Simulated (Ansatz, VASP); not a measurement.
Zn2B3 in VASP and in Ansatz

The input INCAR:

```
  PREC = Accurate
  ENCUT = 500
  EDIFF = 1E-7
  ISMEAR = 0
  SIGMA = 0.2
  LREAL = False
  LASPH = True
  NELM = 120
  ALGO = Normal
  ISIF = 3
  LWAVE = False
  LCHARG = False
  GGA = PE
  IBRION = 2
  NSW = 36
  EDIFFG = -0.08
  GGA_COMPAT = False
  NELMIN = 4
```

Contents of KPOINTS:

```
Automatic mesh
0
Gamma
  3 3 4
```

POSCAR

```
Zn2B3
1.0
    6.0560355100      0.0000000000      0.0000000000
   -3.0280177600      5.2446806000      0.0000000000
    0.0000000000      0.0000000000      3.7380604100
Zn B
4 6
Direct
    0.6666666700      0.3333333300      0.7500000000
    0.3333333300      0.6666666700      0.2500000000
    0.0000000000      0.0000000000      0.5000000000
    0.0000000000      0.0000000000      0.0000000000
    0.6949472400      0.6158427000      0.2500000000
    0.6158427000      0.9208954600      0.7500000000
    0.9208954600      0.3050527600      0.2500000000
    0.0791045400      0.6949472400      0.7500000000
    0.3050527600      0.3841573000      0.7500000000
    0.3841573000      0.0791045400      0.2500000000
```

Input for Ansatz:

```yaml
crystal:
  lattice:
    - [6.05603551, 0.0, 0.0]
    - [-3.02801776, 5.2446806, 0.0]
    - [0.0, 0.0, 3.73806041]
  atoms:
    - { symbol: Zn, position: [0.66666667, 0.33333333, 0.75] }
    - { symbol: Zn, position: [0.33333333, 0.66666667, 0.25] }
    - { symbol: Zn, position: [0.0, 0.0, 0.5] }
    - { symbol: Zn, position: [0.0, 0.0, 0.0] }
    - { symbol: B, position: [0.69494724, 0.6158427, 0.25] }
    - { symbol: B, position: [0.6158427, 0.92089546, 0.75] }
    - { symbol: B, position: [0.92089546, 0.30505276, 0.25] }
    - { symbol: B, position: [0.07910454, 0.69494724, 0.75] }
    - { symbol: B, position: [0.30505276, 0.3841573, 0.75] }
    - { symbol: B, position: [0.3841573, 0.07910454, 0.25] }
basis:
  ecutwfc: 420
kpoints:
  mp_grid: { grid: [3, 3, 4] }
hamiltonian:
  xc: pbe
scf:
  occupations: { method: gaussian, width: 0.2 }
  lower_state_search: "off"
output:
  forces: true
  stress: true
  eigenvalues: true
relax:
  adjacent_minimum: "off"
  f_tol: 0.08
  max_steps: 16
  cell: { stress_tol: 0.8 }
```

Change from the starting cell: species swapped into the Er3Ru2 type (P6_3/m, No. 176).

Alike in both runs: task relaxation of cell and atoms; functional PBE; k mesh 3 × 3 × 4; occupations gaussian, width 0.2 eV; no spin polarisation.

```csv
,VASP,Ansatz
version,VASP 6.6.1,Ansatz 0.2.0
potentials or method,"VASP PAW PBE potentials, release 64 (Zn, B), cutoff 500 eV","scalar-relativistic, plane waves, PAW"
valence electrons in the cell,66,66
```

```tsv
	VASP	Ansatz	Ansatz less VASP
gap on the k mesh at the Fermi level, each at its own relaxed structure (eV)	none	none	-
relaxed volume (Å³/atom)	10.65	10.74	+0.091
relaxed cell length with the largest relative difference (Å)	5.185	5.382	+0.1968
```

A gap of «none» marks a metal or a gap that the smearing closes.

The k mesh is coarse, so the values compare programs but aren't converged.
